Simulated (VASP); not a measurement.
A run of VASP 6.6.1:

File INCAR:

```
SYSTEM = H3C2N
PREC     = Accurate       ! precision mode
ENCUT    = 520            ! plane-wave cutoff, eV
EDIFF    = 1E-6           ! SCF threshold, eV
ISMEAR   = -1             ! smearing method
SIGMA    = 0.02           ! smearing width, eV
LREAL    = Auto         
LASPH    = .True.         ! aspherical terms in the spheres
NELM     = 80             ! most SCF steps
ALGO     = Normal         ! electronic algorithm
ISIF     = 2              ! what is computed and relaxed
LWAVE    = .False.        ! write WAVECAR
LCHARG   = .True.         ! write CHGCAR
GGA      = PE             ! functional
IVDW     = 12             ! dispersion correction
LELF     = .True.         ! ELF
LVHAR    = .True.       
NBANDS   = 72             ! bands
```

The input KPOINTS:

```
regular mesh
0
Gamma
  1 1 1
  0 0 0
```

File POSCAR:

```
H3C2N
1.0
    8.0517480000      0.0000000000      0.0000000000
    0.0000000000      8.0517480000      0.0000000000
    0.0000000000      0.0000000000      8.0517480000
C N H
12 6 18
Direct
    0.3340268473      0.4806782329      0.3671873486
    0.2360481227      0.5292018578      0.5087094132
    0.9577175043      0.8371101530      0.9064739731
    0.9134910829      0.7837428593      1.0740028128
    0.5871644269      0.9549479194      0.3568666083
    0.6206354198      1.0956254468      0.2363834536
    0.4936567811      0.5343932771      0.9206448091
    0.4158848489      0.6726365505      1.0027015252
    0.0614524945      0.1293135354      0.2323470630
    0.0265408207      0.0761449563      0.3993915359
    0.7961004244      0.4636384547      0.5746826652
    0.6588507241      0.3514888941      0.5938958845
    0.1513335986      0.5624368771      0.6241253452
    0.8850127947      0.7468192000      1.2091535900
    0.6274041363      1.2124075418      0.1526500829
    0.3479120310      0.7881890988      1.0542679677
   -0.0259695162      0.0403887454      0.5321204787
    0.5511474030      0.2610489052      0.6261249110
    0.4551061459      0.5421555667      0.3715963291
    0.3497998199      0.3461732782      0.3701680679
    0.2682771493      0.5147826286      0.2524544981
    1.0667745687      0.9207069074      0.9231411614
    0.9968642834      0.7414911644      0.8255474463
    0.8581118038      0.9140872268      0.8562612739
    0.4987240038      0.8678860789      0.2954141138
    0.6944330598      0.8740834909      0.3833825897
    0.5440309359      1.0133700161      0.4652530109
    0.4849009184      0.5540536043      0.7894434848
    0.6260007144      0.5302947882      0.9503278046
    0.4526470525      0.4224300115      0.9681251823
    0.0795106851      0.2621169962      0.2183252630
    0.1760238895      0.0744931411      0.1835129465
   -0.0523116223      0.0938429767      0.1530971908
    0.7760302483      0.5741486197      0.6434006628
    0.9094174333      0.4096998565      0.6099420896
    0.8205299023      0.4925638507      0.4391592981
```

Potentials or basis: VASP PAW PBE potentials, release 64 (C, N, H).

Launch:

```sh
$ cat potpaw_PBE.64/C/POTCAR potpaw_PBE.64/N/POTCAR potpaw_PBE.64/H/POTCAR > POTCAR
$ mpirun -np 1 vasp_gam > vasp.out
```

Hardware: 1 thread of Intel Xeon 8259CL, with other jobs on the host.

Problem. Estimate the wall time of this run.

Solution. Run time: 2.3 min on 1 thread of Intel Xeon 8259CL (shared host), peak memory 0.47 GiB. Counts: scf iterations 18, k points 1.
